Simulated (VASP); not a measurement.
# Cu2Pd in VASP: single point with PBE

Aim: the single point of Cu2Pd with PBE.

Program: VASP 6.6.1. These are calculated values, not measurements. Logs are shortened: lines on timing, memory, paths and dates and some standing lists are left out, and cuts for length are marked.

## (1) The cell of the first run

The typed cell holds 6 atoms: a = 4.219 Å, b = 4.219 Å, c = 5.422 Å, α = 90.00°, β = 90.00°, γ = 90.00°.

## (2) Single point, PBE

INCAR reads:

```
PREC     = Accurate       # precision mode
ENCUT    = 520            # plane-wave cutoff, eV
EDIFF    = 1E-6           # SCF threshold, eV
ISMEAR   = 0              # smearing method
SIGMA    = 0.1            # smearing width, eV
LREAL    = F              # projectors in reciprocal space
LASPH    = T              # aspherical terms in the spheres
NELM     = 100            # most SCF steps
ALGO     = Fast           # electronic algorithm
ISIF     = 2              # what is computed and relaxed
LWAVE    = F              # write WAVECAR
LCHARG   = T              # write CHGCAR
GGA      = PE             # functional
LELF     = T              # ELF
LVHAR    = T            
NBANDS   = 41             # bands
```

KPOINTS reads:

```
Automatic mesh
0
Gamma
  4 4 4
```

POSCAR reads:

```
Cu2Pd
1.0
    4.2185388740      0.0000000000      0.0000000000
    0.0000000000      4.2185388740      0.0000000000
    0.0000000000      0.0000000000      5.4219343193
Cu Pd
4 2
Direct
    0.0000000000      0.5000000000      0.2500423547
    0.0000000000      0.5000000000      0.7500423547
    0.5000000000      0.0000000000      0.2499576453
    0.5000000000      0.0000000000      0.7499576453
    0.0000000000      0.0000000000      0.0000000000
    0.5000000000      0.5000000000      0.5000000000
```

Potentials or basis: VASP PAW PBE potentials, release 64 (Cu, Pd).

The run is started by

```console
$ cat potpaw_PBE.64/Cu/POTCAR potpaw_PBE.64/Pd/POTCAR > POTCAR
$ mpirun -np 1 vasp_std > vasp.out
```

OUTCAR:

```text
PREC = Accurate
   ENCUT = 520
   EDIFF = 1E-6
   ISMEAR = 0
   LREAL = F
   LASPH = T
   NELM = 100
   ISIF = 2
   GGA = PE

 ion  position               nearest neighbor table
   1  0.000  0.500  0.250-   6 2.51   6 2.51   5 2.51   5 2.51   2 2.71   2 2.71
   2  0.000  0.500  0.750-   5 2.51   5 2.51   6 2.51   6 2.51   1 2.71   1 2.71
   3  0.500  0.000  0.250-   5 2.51   5 2.51   6 2.51   6 2.51   4 2.71   4 2.71
   4  0.500  0.000  0.750-   6 2.51   6 2.51   5 2.51   5 2.51   3 2.71   3 2.71
   5  0.000  0.000  0.000-   2 2.51   3 2.51   2 2.51   3 2.51   1 2.51   1 2.51   4 2.51   4 2.51

   6  0.500  0.500  0.500-   1 2.51   4 2.51   4 2.51   1 2.51   3 2.51   3 2.51   2 2.51   2 2.51

  LATTYP: Found a simple tetragonal cell.
 ALAT       =     4.2185388740
 C/A-ratio  =     1.2852635667

  Lattice vectors:

 A1 = (   4.2185388740,   0.0000000000,   0.0000000000)
 A2 = (   0.0000000000,   4.2185388740,   0.0000000000)
 A3 = (   0.0000000000,   0.0000000000,   5.4219343193)

Analysis of symmetry for initial positions (statically):
=====================================================================
 Subroutine PRICEL returns:
 Original cell was already a primitive cell.

 Routine SETGRP: Setting up the symmetry group for a
 simple tetragonal supercell.

 Subroutine GETGRP returns: Found 16 space group operations
 (whereof  8 operations were pure point group operations)
 out of a pool of 16 trial point group operations.

The static configuration has the point symmetry D_2d.
 The point group associated with its full space group is D_4h.

Analysis of symmetry for dynamics (positions and initial velocities):
=====================================================================
 Subroutine PRICEL returns:
 Original cell was already a primitive cell.

 Routine SETGRP: Setting up the symmetry group for a
 simple tetragonal supercell.

 Subroutine GETGRP returns: Found 16 space group operations
 (whereof  8 operations were pure point group operations)
 out of a pool of 16 trial point group operations.

The dynamic configuration has the point symmetry D_2d.
 The point group associated with its full space group is D_4h.

 Subroutine INISYM returns: Found 16 space group operations
 (whereof  8 operations are pure point group operations),
 and found     1 'primitive' translations

----------------------------------------------------------------------------------------

                                     Primitive cell

  volume of cell :      96.4891

  direct lattice vectors                    reciprocal lattice vectors
     4.218538874  0.000000000  0.000000000     0.237048900  0.000000000  0.000000000
     0.000000000  4.218538874  0.000000000     0.000000000  0.237048900  0.000000000
     0.000000000  0.000000000  5.421934319     0.000000000  0.000000000  0.184436022

  length of vectors
     4.218538874  4.218538874  5.421934319     0.237048900  0.237048900  0.184436022

  position of ions in fractional coordinates (direct lattice)
     0.000000000  0.500000000  0.250042355
     0.000000000  0.500000000  0.750042355
     0.500000000  0.000000000  0.249957645
     0.500000000  0.000000000  0.749957645
     0.000000000  0.000000000  0.000000000
     0.500000000  0.500000000  0.500000000

  ion indices of the primitive-cell ions
   primitive index   ion index
                 1           1
                 2           2
                 3           3
                 4           4
                 5           5
                 6           6

----------------------------------------------------------------------------------------

 KPOINTS: Automatic mesh

Automatic generation of k-mesh.
 Grid dimensions read from file:
 generate k-points for:    4    4    4

 Generating k-lattice:

  Cartesian coordinates                     Fractional coordinates (reciprocal lattice)
     0.059262225  0.000000000  0.000000000     0.250000000  0.000000000  0.000000000
     0.000000000  0.059262225  0.000000000     0.000000000  0.250000000  0.000000000
     0.000000000  0.000000000  0.046109006     0.000000000  0.000000000  0.250000000

  Length of vectors
     0.059262225  0.059262225  0.046109006

  Shift w.r.t. Gamma in fractional coordinates (k-lattice)
     0.000000000  0.000000000  0.000000000

 Subroutine IBZKPT returns following result:
 ===========================================

 Found     18 irreducible k-points:

 Following reciprocal coordinates:
            Coordinates               Weight
  0.000000  0.000000  0.000000      1.000000
  0.250000  0.000000  0.000000      4.000000
  0.500000  0.000000  0.000000      2.000000
  0.250000  0.250000  0.000000      4.000000
  0.500000  0.250000  0.000000      4.000000
  0.500000  0.500000  0.000000      1.000000
[... 10 lines left out ...]
  0.500000  0.250000  0.500000      4.000000
  0.500000  0.500000  0.500000      1.000000
   k-points           NKPTS =     18   k-points in BZ     NKDIM =     18   number of bands    NBANDS=     41
   number of dos      NEDOS =    301   number of ions     NIONS =      6
   total plane-waves  NPLWV =  40960
   dimension x,y,z NGX =    32 NGY =   32 NGZ =   40
   dimension x,y,z NGXF=    64 NGYF=   64 NGZF=   80
   ions per type =               4   2
   NGX,Y,Z   is equivalent  to a cutoff of  12.61, 12.61, 12.26 a.u.
   NGXF,Y,Z  is equivalent  to a cutoff of  25.22, 25.22, 24.53 a.u.
 SYSTEM =  unknown system
   PREC   = accura    normal or accurate (medium, high low for compatibility)
   ISTART =      0    job   : 0-new  1-cont  2-samecut
   ICHARG =      2    charge: 1-file 2-atom 10-const
   ISPIN  =      1    spin polarized calculation?
   LNONCOLLINEAR =      F non collinear calculations
   LSORBIT =      F    spin-orbit coupling
   LASPH  =      T    aspherical Exc in radial PAW
   ENCUT  =  520.0 eV  38.22 Ry    6.18 a.u.   7.84  7.84 10.08*2*pi/ulx,y,z
   NELM   =    100;   NELMIN=  2; NELMDL= -5     # of ELM steps
   EDIFF  = 0.1E-05   stopping-criterion for ELM
   LREAL  =      F    real-space projection
   EDIFFG = 0.1E-04   stopping-criterion for IOM
   NSW    =      0    number of steps for IOM
   IBRION =     -1    ionic relax: 0-MD 1-quasi-New 2-CG
   NFREE  =      0    steps in history (QN), initial steepest desc. (CG)
   ISIF   =      2    stress and relaxation
   ISYM   =      2    0-nonsym 1-usesym 2-fastsym
   POTIM  = 0.5000    time-step for ionic-motion
   TEBEG  =    0.0;   TEEND  =   0.0 temperature during run
   PSTRESS=    0.0 pullay stress
   NELECT =      64.0000    total number of electrons
   NUPDOWN=      -1.0000    fix difference up-down
   EMIN   =  10.00;   EMAX   =-10.00  energy-range for DOS
   EFERMI =   0.00;   METHOD = LEGACY
   ISMEAR =     0;   SIGMA  =   0.10  broadening in eV -4-tet -1-fermi 0-gaus
   EFERMI_NEDOS =   21; number of points for ismear=-14 and -15
   IALGO  =     68    algorithm
   IMIX   =      4    mixing-type and parameters
     AMIX     =   0.40;   BMIX     =  1.00
     AMIX_MAG =   1.60;   BMIX_MAG =  1.00
  volume/ion in A,a.u.               =      16.08       108.52
  Fermi-wavevector in a.u.,A,eV,Ry     =   1.427717  2.697993 27.733775  2.038375
  Thomas-Fermi vector in A             =   2.547856
   LORBIT       =      0    0 simple, 1 ext, 2 COOP (PROOUT), +10 PAW based schemes
   GGA     = PE    functional components
   LHFCALC =     F    Hartree Fock is set to
   AEXX    =    0.0000 exact exchange contribution
   IVDW    =     0    specifies the selected vdW correction
   LEPSILON=     F    determine dielectric tensor
   LRPA    =     F    only Hartree local field effects (RPA)
 non-spin polarized calculation
 RMM-DIIS sequential band-by-band and
 Gauss-broadening in eV      SIGMA  =   0.10
  energy-cutoff  :      520.00
  volume of cell :       96.49
 maximum number of plane-waves:      2632
 NGX is ok and might be reduce to    32
   NGX = 15   NGY = 15   NGZ = 21

 number of electron      64.0000047 magnetization

 Free energy of the ion-electron system (eV)
  ---------------------------------------------------
  ext. energy  EPLUGINS =         0.00000000
  ---------------------------------------------------
  free energy    TOTEN  =       -23.50562824 eV

  energy without entropy =      -23.49575036  energy(sigma->0) =      -23.50068930

 E-fermi :   5.6860     XC(G=0): -11.3686

 val. band max:        5.6473704838   @ k =   0.5000   0.2500   0.5000
 cond. band min:       5.7127555108   @ k =   0.5000   0.0000   0.5000
 fundamental gap:      0.0653850270
 Fermi energy:         5.6859747218

 k-point     1 :       0.0000    0.0000    0.0000
  band No.  band energies     occupation
      1      -1.3506      2.00000
      2       1.0800      2.00000
      3       1.7577      2.00000
      4       1.8368      2.00000
      5       1.9612      2.00000
      6       2.0861      2.00000
[... 33 lines left out ...]
     40      14.5589      0.00000
     41      14.7762      0.00000

 k-point     2 :       0.2500    0.0000    0.0000
  band No.  band energies     occupation
      1      -0.7970      2.00000
      2       1.1109      2.00000
      3       1.8704      2.00000
      4       1.9317      2.00000
      5       1.9814      2.00000
      6       2.0230      2.00000
[... 33 lines left out ...]
     40      14.1473      0.00000
     41      14.9286      0.00000

 k-point     3 :       0.5000    0.0000    0.0000
  band No.  band energies     occupation
      1       0.5342      2.00000
      2       0.5342      2.00000
      3       1.8630      2.00000
      4       1.8630      2.00000
      5       2.0349      2.00000
      6       2.0349      2.00000
[... 611 lines left out ...]
      2       1.2215      2.00000
      3       1.6503      2.00000
      4       1.6503      2.00000
      5       1.9821      2.00000
      6       1.9821      2.00000
[... 33 lines left out ...]
     40      14.8643      0.00000
     41      16.2252      0.00000

 k-point    18 :       0.5000    0.5000    0.5000
  band No.  band energies     occupation
      1       1.4637      2.00000
      2       1.4637      2.00000
      3       1.4637      2.00000
      4       1.4637      2.00000
      5       1.9235      2.00000
      6       1.9235      2.00000
[... 33 lines left out ...]
     40      16.5199      0.00000
     41      16.5241      0.00000

------------------------ aborting loop because EDIFF is reached ----------------------------------------

  FORCE on cell =-STRESS in cart. coord.  units (eV):
  Direction    XX          YY          ZZ          XY          YZ          ZX
  --------------------------------------------------------------------------------------
  -------------------------------------------------------------------------------------
  Total        0.4649961      0.4649961      0.2493853      0.0000000     -0.0000000     -0.0000000
  in kB        7.7211412      7.7211412      4.1409799      0.0000000     -0.0000000     -0.0000000
  external PRESSURE =       6.5277541 kB  Pullay stress =       0.0000000 kB

 VOLUME and BASIS-vectors are now :
 -----------------------------------------------------------------------------
  energy-cutoff  :      520.00
  volume of cell :       96.49
      direct lattice vectors                 reciprocal lattice vectors
     4.218538874  0.000000000  0.000000000     0.237048900  0.000000000  0.000000000
     0.000000000  4.218538874  0.000000000     0.000000000  0.237048900  0.000000000
     0.000000000  0.000000000  5.421934319     0.000000000  0.000000000  0.184436022

 POSITION                                       TOTAL-FORCE (eV/Angst)
 -----------------------------------------------------------------------------------
      0.00000      2.10927      1.35571         0.000000      0.000000     -0.000949
      0.00000      2.10927      4.06668         0.000000      0.000000     -0.000949
      2.10927      0.00000      1.35525        -0.000000      0.000000      0.000949
      2.10927      0.00000      4.06622        -0.000000      0.000000      0.000949
      0.00000      0.00000      0.00000         0.000000     -0.000000     -0.000000
      2.10927      2.10927      2.71097         0.000000      0.000000     -0.000000
 -----------------------------------------------------------------------------------
    total drift:                                0.000000      0.000000     -0.000000

  FREE ENERGIE OF THE ION-ELECTRON SYSTEM (eV)
  ---------------------------------------------------
  free  energy   TOTEN  =       -23.5056282429 eV

  energy  without entropy=      -23.4957503584  energy(sigma->0) =      -23.50068930
```

Wall time 2 min (1 thread of Intel Xeon 8259CL, shared host); peak memory 0.22 GiB.

Results:

- Free energy: -23.5056 eV
- Pressure: 0.7 GPa
- Band gap on the k mesh: zero (bands 32 and 33 overlap by 0.35 eV)

Caveat: the k points lie up to 0.37 Å⁻¹ apart.
